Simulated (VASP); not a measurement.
Set up this calculation in VASP 6.6.1, as the native input.

| Quantity | Value |
| --- | --- |
| Task | single point |
| Functional | PBEsol |
| Potentials or basis | VASP PAW PBE potentials, release 64 (Cd) |
| Cutoff | 520 eV |
| k mesh | 13 × 13 × 13 |
| Occupations | gaussian, width 0.3 eV |
| Spin | no spin polarisation |
| Dipole correction | no |
| Further INCAR settings | ALGO = Normal; EDIFF = 1e-06; NBANDS = 12 |

The structure of Cd lies in POSCAR:

```
Cd
1.0
    0.0000000000      2.2181497500      2.2181497500
    2.2181497500      0.0000000000      2.2181497500
    2.2181497500      2.2181497500      0.0000000000
Cd
1
Direct
    0.0000000000      0.0000000000      0.0000000000
```

This isn't the form of Cd at room conditions, which is hcp.

These files were run (other wordings do the same):

INCAR

```
SYSTEM = Cd
  ALGO = Normal
  EDIFF = 1E-6
  ENCUT = 520
  GGA = PS
  ISIF = 2
  ISMEAR = 0
  LASPH = .TRUE.
  LCHARG = .FALSE.
  LREAL = .FALSE.
  LWAVE = .FALSE.
  NBANDS = 12
  NELM = 60
  PREC = Accurate
  SIGMA = 0.3
```

KPOINTS

```
k-points
0
G
  13 13 13
  0 0 0
```

Potentials or basis: VASP PAW PBE potentials, release 64 (Cd).

Run with:

```console
$ cat potpaw_PBE.64/Cd/POTCAR > POTCAR
$ mpirun -np 1 vasp_std > vasp.out
```

It gave:

| Item | Value |
| --- | --- |
| Pressure | -1.8 GPa |
| Band gap on the k mesh | zero (bands 6 and 7 overlap by 2.19 eV) |

Caveat: so wide a smearing shifts energies and pressures; the PAW data sets were made with another functional, which shifts forces and pressure a little.

Wall time 20 s on 1 thread of Intel Xeon 8259CL, on a shared host, peak memory 0.15 GiB.
